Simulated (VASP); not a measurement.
# ZnS (R3m) in VASP: notebook, part 2 of 2

VASP 6.6.1.

### Step 3. Single point, PBEsol

This run uses another cell than the first one, of the same volume but with other edges.

The input, INCAR:

```
PREC = Accurate
ENCUT = 520
EDIFF = 1E-6
ISMEAR = 0
SIGMA = 0.05
LREAL = False
LASPH = True
NELM = 60
ALGO = Normal
ISIF = 2
LWAVE = False
LCHARG = False
GGA = PS
NBANDS = 16
```

The input, KPOINTS:

```
Automatic mesh
0
Gamma
  10 10 10
```

The input, POSCAR:

```
ZnS
1.0
   -0.2827350237      2.5446152133      2.5446152133
    2.5446152133     -0.2827350237      2.5446152133
    2.5446152133      2.5446152133     -0.2827350237
Zn S
1 1
Direct
    0.0000000000      0.0000000000      0.0000000000
    0.7500000000      0.7500000000      0.7500000000
```

Potentials or basis: VASP PAW PBE potentials, release 64 (Zn, S).

On the command line:

```
> cat potpaw_PBE.64/Zn/POTCAR potpaw_PBE.64/S/POTCAR > POTCAR
> mpirun -np 1 vasp_std > vasp.out
```

OUTCAR:

```text
PREC = Accurate
   ENCUT = 520
   EDIFF = 1E-6
   ISMEAR = 0
   LREAL = False
   LASPH = True
   NELM = 60
   ISIF = 2
   GGA = PS

 ion  position               nearest neighbor table
   1  0.000  0.000  0.000-   2 2.08   2 2.41   2 2.41   2 2.41
   2  0.750  0.750  0.750-   1 2.08   1 2.41   1 2.41   1 2.41

  LATTYP: Found a trigonal (rhomboedric) cell.
 ALAT       =     3.6097191388
 COS(alpha) =     0.3865030675

  Lattice vectors:

 A1 = (  -0.2827350237,   2.5446152133,   2.5446152133)
 A2 = (   2.5446152133,  -0.2827350237,   2.5446152133)
 A3 = (   2.5446152133,   2.5446152133,  -0.2827350237)

Analysis of symmetry for initial positions (statically):
=====================================================================
 Subroutine PRICEL returns:
 Original cell was already a primitive cell.

 Routine SETGRP: Setting up the symmetry group for a
 trigonal (rhombohedral) supercell.

 Subroutine GETGRP returns: Found  6 space group operations
 (whereof  6 operations were pure point group operations)
 out of a pool of 12 trial point group operations.

The static configuration has the point symmetry C_3v.

Analysis of symmetry for dynamics (positions and initial velocities):
=====================================================================
 Subroutine PRICEL returns:
 Original cell was already a primitive cell.

 Routine SETGRP: Setting up the symmetry group for a
 trigonal (rhombohedral) supercell.

 Subroutine GETGRP returns: Found  6 space group operations
 (whereof  6 operations were pure point group operations)
 out of a pool of 12 trial point group operations.

The dynamic configuration has the point symmetry C_3v.

 Subroutine INISYM returns: Found  6 space group operations
 (whereof  6 operations are pure point group operations),
[... 105 lines left out ...]
   TEBEG  =    0.0;   TEEND  =   0.0 temperature during run
   PSTRESS=    0.0 pullay stress
   NELECT =      18.0000    total number of electrons
   NUPDOWN=      -1.0000    fix difference up-down
   EMIN   =  10.00;   EMAX   =-10.00  energy-range for DOS
   EFERMI =   0.00;   METHOD = LEGACY
   ISMEAR =     0;   SIGMA  =   0.05  broadening in eV -4-tet -1-fermi 0-gaus
   EFERMI_NEDOS =   21; number of points for ismear=-14 and -15
   IALGO  =     38    algorithm
   IMIX   =      4    mixing-type and parameters
     AMIX     =   0.40;   BMIX     =  1.00
     AMIX_MAG =   1.60;   BMIX_MAG =  1.00
  volume/ion in A,a.u.               =      19.21       129.64
  Fermi-wavevector in a.u.,A,eV,Ry     =   1.271461  2.402713 21.995360  1.616613
  Thomas-Fermi vector in A             =   2.404393
   LORBIT       =      0    0 simple, 1 ext, 2 COOP (PROOUT), +10 PAW based schemes
   GGA     = PS    functional components
   LHFCALC =     F    Hartree Fock is set to
   AEXX    =    0.0000 exact exchange contribution
   IVDW    =     0    specifies the selected vdW correction
   LEPSILON=     F    determine dielectric tensor
   LRPA    =     F    only Hartree local field effects (RPA)
 non-spin polarized calculation
 Gauss-broadening in eV      SIGMA  =   0.05
  energy-cutoff  :      520.00
  volume of cell :       38.42
 maximum number of plane-waves:      1052
   NGX = 13   NGY = 13   NGZ = 13

 number of electron      17.9999988 magnetization

 Free energy of the ion-electron system (eV)
  ---------------------------------------------------
  ext. energy  EPLUGINS =         0.00000000
  ---------------------------------------------------
  free energy    TOTEN  =        -7.22440298 eV

  energy without entropy =       -7.22440298  energy(sigma->0) =       -7.22440298

 E-fermi :   2.6756     XC(G=0):  -9.9643

 val. band max:        2.4390487207   @ k =   0.0000   0.0000   0.0000
 cond. band min:       4.1162202925   @ k =   0.0000   0.0000   0.0000
 fundamental gap:      1.6771715718
 Fermi energy:         2.6756494175

 k-point     1 :       0.0000    0.0000    0.0000
  band No.  band energies     occupation
      1     -11.1572      2.00000
      2      -4.4274      2.00000
      3      -4.2821      2.00000
      4      -4.2821      2.00000
      5      -3.7619      2.00000
      6      -3.7619      2.00000
[... 433 lines left out ...]
      3      -4.1290      2.00000
      4      -3.9478      2.00000
      5      -3.7435      2.00000
      6      -3.7114      2.00000
[... 8 lines left out ...]
     15      15.5089      0.00000
     16      17.8229      0.00000

 [... further k-points ...]
[... 5 lines left out ...]
  --------------------------------------------------------------------------------------
  -------------------------------------------------------------------------------------
  Total        0.9891106      0.9891106      0.9891106      2.4213209      2.4213209      2.4213209
  in kB       41.2446551     41.2446551     41.2446551    100.9660085    100.9660085    100.9660085
  external PRESSURE =      41.2446551 kB  Pullay stress =       0.0000000 kB

 VOLUME and BASIS-vectors are now :
 -----------------------------------------------------------------------------
  energy-cutoff  :      520.00
  volume of cell :       38.42
      direct lattice vectors                 reciprocal lattice vectors
    -0.282735024  2.544615213  2.544615213    -0.166441437  0.187246616  0.187246616
     2.544615213 -0.282735024  2.544615213     0.187246616 -0.166441437  0.187246616
     2.544615213  2.544615213 -0.282735024     0.187246616  0.187246616 -0.166441437

 POSITION                                       TOTAL-FORCE (eV/Angst)
 -----------------------------------------------------------------------------------
      0.00000      0.00000      0.00000         1.239567      1.239567      1.239567
      3.60487      3.60487      3.60487        -1.239567     -1.239567     -1.239567
 -----------------------------------------------------------------------------------
    total drift:                               -0.000037     -0.000037     -0.000037

  FREE ENERGIE OF THE ION-ELECTRON SYSTEM (eV)
  ---------------------------------------------------
  free  energy   TOTEN  =        -7.2244029804 eV

  energy  without entropy=       -7.2244029804  energy(sigma->0) =       -7.22440298
```

Wall time 26 s (1 thread of Intel Xeon 6975P-C (Granite Rapids), shared host); peak memory 0.2 GiB.

What came out:

```yaml
Free_energy: -7.2244 eV
Pressure: 4.1 GPa
Largest_force: 2.147 eV/Å
Band_gap_on_the_k_mesh: 1.68 eV, direct
```

Forces in eV/Å, atoms in the order of the input:
```
Zn   1.240  1.240  1.240
S   -1.240 -1.240 -1.240
```

Caveat: the PAW data sets were made with another functional, which shifts forces and pressure a little.

### Step 4. Single point, PBEsol

This run uses another cell than the first one, of the same volume but with other edges.

The input, INCAR:

```
SYSTEM = ZnS
ALGO = Normal
EDIFF = 1E-6
ENCUT = 520
GGA = PS
ISIF = 2
ISMEAR = 0
LASPH = .True.
LCHARG = .False.
LREAL = .False.
LWAVE = .False.
NBANDS = 16
NELM = 100
PREC = Accurate
SIGMA = 0.05
```

The input, KPOINTS:

```
k-points
0
Gamma
  10 10 10
  0 0 0
```

The input, POSCAR:

```
ZnS
1.0
    0.3360451046      2.8563833887      2.8563833887
    2.8563833887      0.3360451046      2.8563833887
    2.8563833887      2.8563833887      0.3360451046
Zn S
1 1
Direct
    0.0000000000      0.0000000000      0.0000000000
    0.7500000000      0.7500000000      0.7500000000
```

On the command line:

```
> cat potpaw_PBE.64/Zn/POTCAR potpaw_PBE.64/S/POTCAR > POTCAR
> mpirun -np 1 vasp_std > vasp.out
```

Run time: 30 s. Hardware: 1 thread of Intel Xeon 6975P-C (Granite Rapids), shared host; peak memory 0.21 GiB.

The run converged. Its results:

| Quantity | Value |
| --- | --- |
| Free energy | -7.2536 eV |
| Pressure | 3.9 GPa |
| Largest force | 0.614 eV/Å |
| Band gap on the k mesh | 1.20 eV, direct |

Forces on the atoms (eV/Å):
```
Zn  -0.354 -0.354 -0.354
S    0.354  0.354  0.354
```

Stress tensor (GPa, compression positive):
```
 3.95 -7.09 -7.09
-7.09  3.95 -7.09
-7.09 -7.09  3.95
```

Levels at points of the mesh, in eV from the valence-band top:
```csv
k point,band 6,band 7,band 8,band 9,band 10,band 11,band 12,band 13
"(0.00, 0.00, 0.00)",-6.37,-1.11,0.00,0.00,1.20,5.26,6.90,6.90
"(0.50, 0.00, 0.00)",-6.10,-5.81,-1.59,-1.27,2.46,5.68,7.18,8.30
"(0.50, 0.50, 0.00)",-6.15,-5.12,-3.06,-2.05,2.45,4.14,9.24,11.34
"(0.50, 0.50, 0.50)",-6.36,-5.60,-0.48,-0.48,4.15,7.32,7.32,7.48
```

Caveat: the PAW data sets were made with another functional, which shifts forces and pressure a little. A k mesh can miss the band edges.

### Step 5. Single point, PBEsol

This run uses another cell than the first one, of the same volume but with other edges.

The input, INCAR:

```
PREC     = Accurate       # precision mode
ENCUT    = 520            # plane-wave cutoff, eV
EDIFF    = 1E-6           # SCF threshold, eV
ISMEAR   = 0              # smearing method
SIGMA    = 0.05           # smearing width, eV
LREAL    = False          # projectors in reciprocal space
LASPH    = True           # aspherical terms in the spheres
NELM     = 80             # most SCF steps
ALGO     = Normal         # electronic algorithm
ISIF     = 2              # what is computed and relaxed
LWAVE    = False          # write WAVECAR
LCHARG   = False          # write CHGCAR
GGA      = PS             # functional
NBANDS   = 16             # bands
```

The input, KPOINTS:

```
Automatic mesh
0
Gamma
  10 10 10
```

The input, POSCAR:

```
ZnS
1.0
    1.0472323728      3.2913017430      3.2913017430
    3.2913017430      1.0472323728      3.2913017430
    3.2913017430      3.2913017430      1.0472323728
Zn S
1 1
Direct
    0.0000000000      0.0000000000      0.0000000000
    0.7500000000      0.7500000000      0.7500000000
```

On the command line:

```
> cat potpaw_PBE.64/Zn/POTCAR potpaw_PBE.64/S/POTCAR > POTCAR
> mpirun -np 1 vasp_std > vasp.out
```

It took 38 s on 1 thread of Intel Xeon 6975P-C (Granite Rapids), shared host; peak memory 0.24 GiB.

It converged, with:

* Free energy: -5.5171 eV
* Pressure: 19.7 GPa
* Largest force: 1.389 eV/Å
* Band gap on the k mesh: zero (band 9 reaches 3.82 eV, above the bottom of band 10 at 3.08 eV)

Forces on the atoms (eV/Å):
```
Zn  -0.802 -0.802 -0.802
S    0.802  0.802  0.802
```

Stress tensor (GPa, compression positive):
```
 19.66 -10.76 -10.76
-10.76  19.66 -10.76
-10.76 -10.76  19.66
```

Levels at points of the mesh, in eV from the Fermi level:
| k point | band 6 | band 7 | band 8 | band 9 | band 10 | band 11 | band 12 | band 13 |
| --- | --- | --- | --- | --- | --- | --- | --- | --- |
| (0.00, 0.00, 0.00) | -7.51 | -4.21 | -1.53 | 0.38 | 0.38 | 6.48 | 8.26 | 8.26 |
| (0.50, 0.00, 0.00) | -7.12 | -6.47 | -2.96 | -1.42 | 1.03 | 4.62 | 6.14 | 6.54 |
| (0.50, 0.50, 0.00) | -7.22 | -6.27 | -3.60 | -1.58 | 0.96 | 4.62 | 5.68 | 9.51 |
| (0.50, 0.50, 0.50) | -7.51 | -6.23 | 0.30 | 0.30 | 2.79 | 6.39 | 8.37 | 8.37 |

Caveat: the PAW data sets were made with another functional, which shifts forces and pressure a little.

### Step 6. Single point, PBEsol

This run uses another cell than the first one, of the same volume but with other edges.

The input, INCAR:

```
SYSTEM = ZnS
PREC     = Accurate       ! precision mode
ENCUT    = 520            ! plane-wave cutoff, eV
EDIFF    = 1E-6           ! SCF threshold, eV
ISMEAR   = 0              ! smearing method
SIGMA    = 0.05           ! smearing width, eV
LREAL    = .False.        ! projectors in reciprocal space
LASPH    = .True.         ! aspherical terms in the spheres
NELM     = 100            ! most SCF steps
ALGO     = Normal         ! electronic algorithm
ISIF     = 2              ! what is computed and relaxed
LWAVE    = .False.        ! write WAVECAR
LCHARG   = .False.        ! write CHGCAR
GGA      = PS             ! functional
NBANDS   = 16             ! bands
```

The input, KPOINTS:

```
regular mesh
0
Gamma
  10 10 10
  0 0 0
```

The input, POSCAR:

```
ZnS
1.0
   -0.1280457151      2.6157910371      2.6157910371
    2.6157910371     -0.1280457151      2.6157910371
    2.6157910371      2.6157910371     -0.1280457151
Zn S
1 1
Direct
    0.0000000000      0.0000000000      0.0000000000
    0.7500000000      0.7500000000      0.7500000000
```

Potentials or basis: VASP PAW PBE potentials, release 64 (Zn, S).

On the command line:

```
> cat potpaw_PBE.64/Zn/POTCAR potpaw_PBE.64/S/POTCAR > POTCAR
> mpirun -np 1 vasp_std > vasp.out
```

It took 23 s on 1 thread of Intel Xeon 6975P-C (Granite Rapids), shared host; peak memory 0.2 GiB.

It converged, with:

```
Free energy            : -7.5223 eV
Pressure               : 0.9 GPa
Largest force          : 0.687 eV/Å
Band gap on the k mesh : 1.90 eV, direct
```

Forces in eV/Å, atoms in the order of the input:
```
Zn   0.396  0.396  0.396
S   -0.396 -0.396 -0.396
```

Stress tensor (GPa, compression positive):
```
0.93 3.96 3.96
3.96 0.93 3.96
3.96 3.96 0.93
```

Levels at points of the mesh, in eV from the valence-band top:
```csv
k point,band 7,band 8,band 9,band 10,band 11,band 12
"(0.00, 0.00, 0.00)",-0.20,-0.20,0.00,1.90,5.82,5.82
"(0.50, 0.00, 0.00)",-5.61,-0.96,-0.91,3.25,6.46,7.19
"(0.50, 0.50, 0.00)",-4.85,-2.72,-2.20,2.94,3.97,10.57
"(0.50, 0.50, 0.50)",-5.65,-1.34,-1.34,2.68,6.35,6.35
```

Caveat: the PAW data sets were made with another functional, which shifts forces and pressure a little.

### Step 7. Overview

| cell | gap on the mesh (eV) | pressure (GPa) | largest force (eV/Å) |
| --- | --- | --- | --- |
| a = 3.400 Å, angles 82.7°, 2 atoms | 0.83 | 49.2 | 21.10 |
| a = 3.610 Å, angles 67.3°, 2 atoms | 1.68 | 4.1 | 2.15 |
| a = 4.053 Å, angles 52.2°, 2 atoms | 1.20 | 3.9 | 0.61 |
| a = 4.771 Å, angles 38.9°, 2 atoms | none | 19.7 | 1.39 |
| a = 3.702 Å, angles 63.2°, 2 atoms | 1.90 | 0.9 | 0.69 |

Alike in all rows: task single point; level PBEsol; potentials or basis VASP PAW PBE potentials, release 64 (Zn, S); no spin polarisation; k mesh 10 × 10 × 10; cutoff (eV) 520; smearing gaussian 0.05 eV.

Caveats: the PAW data sets were made with another functional, which shifts forces and pressure a little.

Total energies depend on the potentials used, so only differences within one code and one set of settings carry meaning.
